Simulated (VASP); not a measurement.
Write the native input for VASP 6.6.1 that does the following.

```
Task                   : single point
Functional             : LDA
Potentials or basis    : VASP PAW LDA potentials, release 64 (Hf_pv, O)
Cutoff                 : 600 eV
k mesh                 : 7 × 7 × 7
Occupations            : gaussian, width 0.01 eV
Spin                   : no spin polarisation
Dipole correction      : no
Further INCAR settings : ALGO = Normal; EDIFF = 1e-06; NBANDS = 18
```

The structure of HfO2 lies in POSCAR:

```
HfO2
1.0
    0.0000000000      2.5004515765      2.5004515765
    2.5004515765      0.0000000000      2.5004515765
    2.5004515765      2.5004515765      0.0000000000
Hf O
1 2
Direct
    0.0000000000      0.0000000000      0.0000000000
    0.2500000000      0.2500000000      0.2500000000
    0.7500000000      0.7500000000      0.7500000000
```

These files were run (other wordings do the same):

INCAR

```
ALGO = Normal ; EDIFF = 1E-6
ENCUT = 600 ; GGA = CA
GGA_COMPAT = F ; ISIF = 2
ISMEAR = 0 ; LASPH = T
LCHARG = F ; LREAL = F
LWAVE = F ; NBANDS = 18
NELM = 120 ; PREC = Accurate
SIGMA = 0.01
```

KPOINTS

```
k-points
0
Gamma
  7 7 7
```

Potentials or basis: VASP PAW LDA potentials, release 64 (Hf_pv, O).

The run is started by

```bash
$ cat potpaw_LDA.64/Hf_pv/POTCAR potpaw_LDA.64/O/POTCAR > POTCAR
$ mpirun -np 1 vasp_std > vasp.out
```

It gave:

* Pressure: -3.5 GPa
* Band gap on the k mesh: 3.87 eV (least direct gap 4.09 eV)

Caveat: the cell stands under tension; spin-orbit coupling is left out, which moves the levels of the heavy elements; an odd mesh through Γ misses points on the zone boundary, where band edges can lie.

Wall time 5 s on 1 thread of AMD EPYC 9R45 96-Core Processor (Zen 5), on a shared host, peak memory 0.12 GiB.
